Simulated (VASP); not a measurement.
# In3SbTe2 (P-3m1) in VASP: notebook

Runs on In3SbTe2. Level: PBE. Tasks: single point.

Program: VASP 6.6.1. These are calculated values, not measurements. Logs are shortened: lines on timing, memory, paths and dates and some standing lists are left out, and cuts for length are marked.

### Step 1. The cell of the first run

The structure is trigonal, space group P-3m1 (No. 164). Conventional cell: a = 4.428 Å, b = 4.428 Å, c = 10.756 Å, α = 90.00°, β = 90.00°, γ = 120.00°. Within 4.1 Å of In (site symmetry -3m) lie 6 Te at 3.15 Å. Within 4.0 Å of In (site symmetry 3m) lie 3 Sb at 3.06 Å and 3 Te at 3.15 Å. Within 4.0 Å of Sb (site symmetry -3m) lie 6 In at 3.06 Å. Te (site symmetry 3m) has 6 In at 3.15 Å within 4.1 Å.

### Step 2. Single point, PBE

Input file INCAR:

```
SYSTEM = In3SbTe2
PREC = Accurate ; ENCUT = 520
EDIFF = 1E-6 ; ISMEAR = 0
SIGMA = 0.1 ; LREAL = .False.
LASPH = .True. ; NELM = 100
ALGO = Normal ; ISIF = 2
LWAVE = .False. ; LCHARG = .False.
GGA = PE ; NBANDS = 37
```

Input file KPOINTS:

```
Automatic mesh
0
Gamma
  6 6 2
  0 0 0
```

Input file POSCAR:

```
In3SbTe2
1.0
    4.4280962900      0.0000000000      0.0000000000
   -2.2140481500      3.8348438800      0.0000000000
    0.0000000000      0.0000000000     10.7564468400
In Sb Te
3 1 2
Direct
    0.0000000000      0.0000000000      0.5000000000
    0.3333333300      0.6666666700      0.1569260100
    0.6666666700      0.3333333300      0.8430739900
    0.0000000000      0.0000000000      0.0000000000
    0.3333333300      0.6666666700      0.6716859900
    0.6666666700      0.3333333300      0.3283140100
```

Potentials or basis: VASP PAW PBE potentials, release 64 (In_d, Sb, Te).

Command:

```
$ cat potpaw_PBE.64/In_d/POTCAR potpaw_PBE.64/Sb/POTCAR potpaw_PBE.64/Te/POTCAR > POTCAR
$ mpirun -np 1 vasp_std > vasp.out
```

OUTCAR:

```text
SYSTEM = In3SbTe2
   PREC = Accurate
   ENCUT = 520
   EDIFF = 1E-6
   ISMEAR = 0
   LREAL = .False.
   LASPH = .True.
   NELM = 100
   ISIF = 2
   GGA = PE

 ion  position               nearest neighbor table
   1  0.000  0.000  0.500-   5 3.15   6 3.15   6 3.15   5 3.15   6 3.15   5 3.15
   2  0.333  0.667  0.157-   4 3.06   4 3.06   4 3.06   6 3.15   6 3.15   6 3.15
   3  0.667  0.333  0.843-   4 3.06   4 3.06   4 3.06   5 3.15   5 3.15   5 3.15
   4  0.000  0.000  0.000-   2 3.06   3 3.06   3 3.06   2 3.06   3 3.06   2 3.06
   5  0.333  0.667  0.672-   3 3.15   3 3.15   3 3.15   1 3.15   1 3.15   1 3.15
   6  0.667  0.333  0.328-   2 3.15   2 3.15   2 3.15   1 3.15   1 3.15   1 3.15

  LATTYP: Found a hexagonal cell.
 ALAT       =     4.4280962900
 C/A-ratio  =     2.4291357133

  Lattice vectors:

 A1 = (   4.4280962900,   0.0000000000,   0.0000000000)
 A2 = (  -2.2140481500,   3.8348438800,   0.0000000000)
 A3 = (   0.0000000000,   0.0000000000,  10.7564468400)

Analysis of symmetry for initial positions (statically):
=====================================================================
 Subroutine PRICEL returns:
 Original cell was already a primitive cell.

 Routine SETGRP: Setting up the symmetry group for a
 hexagonal supercell.

 Subroutine GETGRP returns: Found 12 space group operations
 (whereof 12 operations were pure point group operations)
 out of a pool of 24 trial point group operations.

The static configuration has the point symmetry D_3d.

Analysis of symmetry for dynamics (positions and initial velocities):
=====================================================================
 Subroutine PRICEL returns:
 Original cell was already a primitive cell.

 Routine SETGRP: Setting up the symmetry group for a
 hexagonal supercell.

 Subroutine GETGRP returns: Found 12 space group operations
 (whereof 12 operations were pure point group operations)
 out of a pool of 24 trial point group operations.

The dynamic configuration has the point symmetry D_3d.

 Subroutine INISYM returns: Found 12 space group operations
 (whereof 12 operations are pure point group operations),
 and found     1 'primitive' translations

----------------------------------------------------------------------------------------

                                     Primitive cell

  volume of cell :     182.6558

  direct lattice vectors                    reciprocal lattice vectors
     4.428096290  0.000000000  0.000000000     0.225830681  0.130383405  0.000000000
    -2.214048150  3.834843880  0.000000000     0.000000000  0.260766809  0.000000000
     0.000000000  0.000000000 10.756446840     0.000000000  0.000000000  0.092967503

  length of vectors
     4.428096290  4.428096295 10.756446840     0.260766809  0.260766809  0.092967503

  position of ions in fractional coordinates (direct lattice)
     0.000000000  0.000000000  0.500000000
     0.333333330  0.666666670  0.156926010
     0.666666670  0.333333330  0.843073990
     0.000000000  0.000000000  0.000000000
     0.333333330  0.666666670  0.671685990
     0.666666670  0.333333330  0.328314010

  ion indices of the primitive-cell ions
   primitive index   ion index
                 1           1
                 2           2
                 3           3
                 4           4
                 5           5
                 6           6

----------------------------------------------------------------------------------------

 KPOINTS: Automatic mesh

Automatic generation of k-mesh.
 Grid dimensions read from file:
 generate k-points for:    6    6    2

 Generating k-lattice:

  Cartesian coordinates                     Fractional coordinates (reciprocal lattice)
     0.037638447  0.021730567  0.000000000     0.166666667  0.000000000  0.000000000
     0.000000000  0.043461135  0.000000000     0.000000000  0.166666667  0.000000000
     0.000000000  0.000000000  0.046483751     0.000000000  0.000000000  0.500000000

  Length of vectors
     0.043461135  0.043461135  0.046483751

  Shift w.r.t. Gamma in fractional coordinates (k-lattice)
     0.000000000  0.000000000  0.000000000

 Subroutine IBZKPT returns following result:
 ===========================================

 Found     14 irreducible k-points:

 Following reciprocal coordinates:
            Coordinates               Weight
  0.000000  0.000000  0.000000      1.000000
  0.166667 -0.000000  0.000000      6.000000
  0.333333  0.000000  0.000000      6.000000
  0.500000 -0.000000  0.000000      3.000000
  0.166667  0.166667  0.000000      6.000000
  0.333333  0.166667  0.000000     12.000000
  0.333333  0.333333  0.000000      2.000000
  0.000000  0.000000  0.500000      1.000000
  0.166667 -0.000000  0.500000      6.000000
  0.333333  0.000000  0.500000      6.000000
  0.500000 -0.000000  0.500000      3.000000
  0.166667  0.166667  0.500000      6.000000
  0.333333  0.166667  0.500000     12.000000
  0.333333  0.333333  0.500000      2.000000
   k-points           NKPTS =     14   k-points in BZ     NKDIM =     14   number of bands    NBANDS=     37
   number of dos      NEDOS =    301   number of ions     NIONS =      6
   total plane-waves  NPLWV = 103680
   dimension x,y,z NGX =    36 NGY =   36 NGZ =   80
   dimension x,y,z NGXF=    72 NGYF=   72 NGZF=  160
   ions per type =               3   1   2
   NGX,Y,Z   is equivalent  to a cutoff of  13.52, 13.52, 12.36 a.u.
   NGXF,Y,Z  is equivalent  to a cutoff of  27.03, 27.03, 24.73 a.u.
 SYSTEM =  In3SbTe2
   PREC   = accura    normal or accurate (medium, high low for compatibility)
   ISTART =      0    job   : 0-new  1-cont  2-samecut
   ICHARG =      2    charge: 1-file 2-atom 10-const
   ISPIN  =      1    spin polarized calculation?
   LNONCOLLINEAR =      F non collinear calculations
   LSORBIT =      F    spin-orbit coupling
   LASPH  =      T    aspherical Exc in radial PAW
   ENCUT  =  520.0 eV  38.22 Ry    6.18 a.u.   8.23  8.23 20.00*2*pi/ulx,y,z
   NELM   =    100;   NELMIN=  2; NELMDL= -5     # of ELM steps
   EDIFF  = 0.1E-05   stopping-criterion for ELM
   LREAL  =      F    real-space projection
   EDIFFG = 0.1E-04   stopping-criterion for IOM
   NSW    =      0    number of steps for IOM
   IBRION =     -1    ionic relax: 0-MD 1-quasi-New 2-CG
   NFREE  =      0    steps in history (QN), initial steepest desc. (CG)
   ISIF   =      2    stress and relaxation
   ISYM   =      2    0-nonsym 1-usesym 2-fastsym
   POTIM  = 0.5000    time-step for ionic-motion
   TEBEG  =    0.0;   TEEND  =   0.0 temperature during run
   PSTRESS=    0.0 pullay stress
   NELECT =      56.0000    total number of electrons
   NUPDOWN=      -1.0000    fix difference up-down
   EMIN   =  10.00;   EMAX   =-10.00  energy-range for DOS
   EFERMI =   0.00;   METHOD = LEGACY
   ISMEAR =     0;   SIGMA  =   0.10  broadening in eV -4-tet -1-fermi 0-gaus
   EFERMI_NEDOS =   21; number of points for ismear=-14 and -15
   IALGO  =     38    algorithm
   IMIX   =      4    mixing-type and parameters
     AMIX     =   0.40;   BMIX     =  1.00
     AMIX_MAG =   1.60;   BMIX_MAG =  1.00
  volume/ion in A,a.u.               =      30.44       205.44
  Fermi-wavevector in a.u.,A,eV,Ry     =   1.103891  2.086052 16.579733  1.218576
  Thomas-Fermi vector in A             =   2.240356
   LORBIT       =      0    0 simple, 1 ext, 2 COOP (PROOUT), +10 PAW based schemes
   GGA     = PE    functional components
   LHFCALC =     F    Hartree Fock is set to
   AEXX    =    0.0000 exact exchange contribution
   IVDW    =     0    specifies the selected vdW correction
   LEPSILON=     F    determine dielectric tensor
   LRPA    =     F    only Hartree local field effects (RPA)
 non-spin polarized calculation
 Gauss-broadening in eV      SIGMA  =   0.10
  energy-cutoff  :      520.00
  volume of cell :      182.66
 maximum number of plane-waves:      4940
 NGX is ok and might be reduce to    36
   NGX = 17   NGY = 17   NGZ = 39

 number of electron      56.0000008 magnetization

 Free energy of the ion-electron system (eV)
  ---------------------------------------------------
  ext. energy  EPLUGINS =         0.00000000
  ---------------------------------------------------
  free energy    TOTEN  =       -19.29612183 eV

  energy without entropy =      -19.28328907  energy(sigma->0) =      -19.28970545

 E-fermi :   6.3288     XC(G=0):  -9.4842

 val. band max:        6.3138887372   @ k =   0.1667   0.1667   0.5000
 cond. band min:       6.3429975383   @ k =   0.5000  -0.0000   0.0000
 fundamental gap:      0.0291088011
 Fermi energy:         6.3287950894

 k-point     1 :       0.0000    0.0000    0.0000
  band No.  band energies     occupation
      1      -8.2784      2.00000
      2      -8.2784      2.00000
      3      -8.2651      2.00000
      4      -8.2651      2.00000
      5      -8.2456      2.00000
      6      -8.2452      2.00000
[... 29 lines left out ...]
     36       9.3913      0.00000
     37      11.7642      0.00000

 k-point     2 :       0.1667   -0.0000    0.0000
  band No.  band energies     occupation
      1      -8.3034      2.00000
      2      -8.2789      2.00000
      3      -8.2781      2.00000
      4      -8.2607      2.00000
      5      -8.2556      2.00000
      6      -8.2432      2.00000
[... 29 lines left out ...]
     36      10.7800      0.00000
     37      11.0691      0.00000

 k-point     3 :       0.3333    0.0000    0.0000
  band No.  band energies     occupation
      1      -8.3563      2.00000
      2      -8.3013      2.00000
      3      -8.2790      2.00000
      4      -8.2779      2.00000
      5      -8.2584      2.00000
      6      -8.2471      2.00000
[... 29 lines left out ...]
     36      10.5341      0.00000
     37      11.9115      0.00000
[... 361 lines left out ...]
 k-point    13 :       0.3333    0.1667    0.5000
  band No.  band energies     occupation
      1      -8.3505      2.00000
      2      -8.3347      2.00000
      3      -8.2995      2.00000
      4      -8.2668      2.00000
      5      -8.2573      2.00000
      6      -8.2447      2.00000
[... 29 lines left out ...]
     36      10.9314      0.00000
     37      11.3292      0.00000

 k-point    14 :       0.3333    0.3333    0.5000
  band No.  band energies     occupation
      1      -8.3329      2.00000
      2      -8.3298      2.00000
      3      -8.3298      2.00000
      4      -8.2651      2.00000
      5      -8.2574      2.00000
      6      -8.2574      2.00000
[... 29 lines left out ...]
     36      11.7050      0.00000
     37      12.4066      0.00000

------------------------ aborting loop because EDIFF is reached ----------------------------------------

  FORCE on cell =-STRESS in cart. coord.  units (eV):
  Direction    XX          YY          ZZ          XY          YZ          ZX
  --------------------------------------------------------------------------------------
  -------------------------------------------------------------------------------------
  Total       -0.3697714     -0.3697714     -0.1296288      0.0000000      0.0000000      0.0000000
  in kB       -3.2434729     -3.2434729     -1.1370472      0.0000000      0.0000000      0.0000000
  external PRESSURE =      -2.5413310 kB  Pullay stress =       0.0000000 kB

 VOLUME and BASIS-vectors are now :
 -----------------------------------------------------------------------------
  energy-cutoff  :      520.00
  volume of cell :      182.66
      direct lattice vectors                 reciprocal lattice vectors
     4.428096290  0.000000000  0.000000000     0.225830681  0.130383405  0.000000000
    -2.214048150  3.834843880  0.000000000     0.000000000  0.260766809  0.000000000
     0.000000000  0.000000000 10.756446840     0.000000000  0.000000000  0.092967503

 POSITION                                       TOTAL-FORCE (eV/Angst)
 -----------------------------------------------------------------------------------
      0.00000      0.00000      5.37822         0.000000      0.000000      0.000000
     -0.00000      2.55656      1.68797         0.000000      0.000000     -0.123701
      2.21405      1.27828      9.06848        -0.000000     -0.000000      0.123701
      0.00000      0.00000      0.00000         0.000000      0.000000      0.000000
     -0.00000      2.55656      7.22495        -0.000000      0.000000     -0.014683
      2.21405      1.27828      3.53149        -0.000000     -0.000000      0.014683
 -----------------------------------------------------------------------------------
    total drift:                                0.000000      0.000000      0.000000

  FREE ENERGIE OF THE ION-ELECTRON SYSTEM (eV)
  ---------------------------------------------------
  free  energy   TOTEN  =       -19.2961218266 eV

  energy  without entropy=      -19.2832890703  energy(sigma->0) =      -19.28970545
```

It took 2.4 min on 1 thread of Intel Xeon 8259CL, shared host; peak memory 0.36 GiB.

Results:

```
Free energy            : -19.2961 eV
Pressure               : -0.3 GPa
Largest force          : 0.124 eV/Å
Band gap on the k mesh : zero (bands 28 and 29 overlap by 1.34 eV)
```

Forces on the atoms (eV/Å):
```
In   0.000  0.000  0.000
In   0.000  0.000 -0.124
In   0.000  0.000  0.124
Sb   0.000  0.000  0.000
Te   0.000  0.000 -0.015
Te   0.000  0.000  0.015
```

Caveat: spin-orbit coupling is left out, which moves the levels of the heavy elements.

### Step 3. Single point, PBE

This run uses another cell than the first one, of 30.25 Å³/atom.

Input file INCAR:

```
  PREC = Accurate
  ENCUT = 520
  EDIFF = 1E-7
  ISMEAR = 0
  SIGMA = 0.1
  LREAL = F
  LASPH = T
  NELM = 80
  ALGO = Normal
  ISIF = 2
  LWAVE = F
  LCHARG = F
  GGA = PE
  NBANDS = 37
```

Input file KPOINTS:

```
regular mesh
0
Gamma
  12 12 4
```

Input file POSCAR:

```
In3SbTe2
1.0
    4.4107874231      0.0000000029      0.0000000000
   -2.2053937141      3.8198539577      0.0000000000
    0.0000000000      0.0000000000     10.7708976759
In Sb Te
3 1 2
Direct
    0.0000000000      0.0000000000      0.5000000000
    0.3333333333      0.6666666667      0.1551044978
    0.6666666667      0.3333333333      0.8448955022
    0.0000000000      0.0000000000      0.0000000000
    0.3333333333      0.6666666667      0.6698293044
    0.6666666667      0.3333333333      0.3301706956
```

Potentials or basis: VASP PAW PBE potentials, release 64 (In_d, Sb, Te).

Command:

```
$ cat potpaw_PBE.64/In_d/POTCAR potpaw_PBE.64/Sb/POTCAR potpaw_PBE.64/Te/POTCAR > POTCAR
$ mpirun -np 1 vasp_std > vasp.out
```

OUTCAR:

```text
PREC = Accurate
   ENCUT = 520
   EDIFF = 1E-7
   ISMEAR = 0
   LREAL = F
   LASPH = T
   NELM = 80
   ISIF = 2
   GGA = PE

 ion  position               nearest neighbor table
   1  0.000  0.000  0.500-   5 3.14   6 3.14   6 3.14   5 3.14   6 3.14   5 3.14
   2  0.333  0.667  0.155-   4 3.05   4 3.05   4 3.05   6 3.17   6 3.17   6 3.17
   3  0.667  0.333  0.845-   4 3.05   4 3.05   4 3.05   5 3.17   5 3.17   5 3.17
   4  0.000  0.000  0.000-   2 3.05   3 3.05   3 3.05   2 3.05   3 3.05   2 3.05
   5  0.333  0.667  0.670-   1 3.14   1 3.14   1 3.14   3 3.17   3 3.17   3 3.17
   6  0.667  0.333  0.330-   1 3.14   1 3.14   1 3.14   2 3.17   2 3.17   2 3.17

  LATTYP: Found a hexagonal cell.
 ALAT       =     4.4107874231
 C/A-ratio  =     2.4419444065

  Lattice vectors:

 A1 = (   4.4107874231,   0.0000000029,   0.0000000000)
 A2 = (  -2.2053937141,   3.8198539577,   0.0000000000)
 A3 = (   0.0000000000,   0.0000000000,  10.7708976759)

Analysis of symmetry for initial positions (statically):
=====================================================================
 Subroutine PRICEL returns:
 Original cell was already a primitive cell.
[... 183 lines left out ...]
 fundamental gap:      0.0314061574
 Fermi energy:         6.3331708794

 k-point     1 :       0.0000    0.0000    0.0000
  band No.  band energies     occupation
      1      -8.2079      2.00000
      2      -8.2079      2.00000
      3      -8.1969      2.00000
      4      -8.1969      2.00000
      5      -8.1781      2.00000
      6      -8.1781      2.00000
[... 949 lines left out ...]
     36      11.0479      0.00000
     37      11.1081      0.00000

 [... further k-points ...]

------------------------ aborting loop because EDIFF is reached ----------------------------------------

  FORCE on cell =-STRESS in cart. coord.  units (eV):
  Direction    XX          YY          ZZ          XY          YZ          ZX
  --------------------------------------------------------------------------------------
  -------------------------------------------------------------------------------------
  Total       -0.0561499     -0.0561499     -0.0582025      0.0000000      0.0000000     -0.0000000
  in kB       -0.4957298     -0.4957298     -0.5138509      0.0000000      0.0000000     -0.0000000
  external PRESSURE =      -0.5017702 kB  Pullay stress =       0.0000000 kB

 VOLUME and BASIS-vectors are now :
 -----------------------------------------------------------------------------
  energy-cutoff  :      520.00
  volume of cell :      181.47
      direct lattice vectors                 reciprocal lattice vectors
     4.410787423  0.000000003  0.000000000     0.226716888  0.130895057  0.000000000
    -2.205393714  3.819853958  0.000000000    -0.000000000  0.261790113  0.000000000
     0.000000000  0.000000000 10.770897676     0.000000000  0.000000000  0.092842772

 POSITION                                       TOTAL-FORCE (eV/Angst)
 -----------------------------------------------------------------------------------
      0.00000      0.00000      5.38545         0.000000      0.000000     -0.000000
     -0.00000      2.54657      1.67061        -0.000000     -0.000000      0.000911
      2.20539      1.27328      9.10028         0.000000      0.000000     -0.000911
      0.00000      0.00000      0.00000         0.000000      0.000000     -0.000000
     -0.00000      2.54657      7.21466        -0.000000      0.000000     -0.000316
      2.20539      1.27328      3.55623         0.000000     -0.000000      0.000316
 -----------------------------------------------------------------------------------
    total drift:                                0.000000     -0.000000     -0.000000

  FREE ENERGIE OF THE ION-ELECTRON SYSTEM (eV)
  ---------------------------------------------------
  free  energy   TOTEN  =       -19.3519708695 eV

  energy  without entropy=      -19.3414897027  energy(sigma->0) =      -19.34673029
```

It took 12 min on 1 thread of Intel Xeon 8259CL, shared host; peak memory 0.6 GiB.

Results:

| Item | Value |
| --- | --- |
| Free energy | -19.3520 eV |
| Pressure | -0.1 GPa |
| Band gap on the k mesh | zero (bands 28 and 29 overlap by 1.51 eV) |

Levels at points of the mesh, in eV from the Fermi level:
| k point | band 26 | band 27 | band 28 | band 29 | band 30 | band 31 |
| --- | --- | --- | --- | --- | --- | --- |
| (0.00, 0.00, 0.00) | -0.97 | -0.10 | -0.10 | 1.37 | 1.47 | 2.73 |
| (0.50, 0.00, 0.00) | -1.81 | -1.68 | -1.10 | 0.08 | 0.40 | 3.07 |
| (0.00, 0.00, 0.50) | -0.09 | -0.09 | 0.42 | 0.64 | 1.63 | 2.25 |
| (0.50, 0.00, 0.50) | -1.63 | -1.31 | -0.60 | -0.57 | 1.62 | 2.28 |

Caveat: spin-orbit coupling is left out, which moves the levels of the heavy elements.
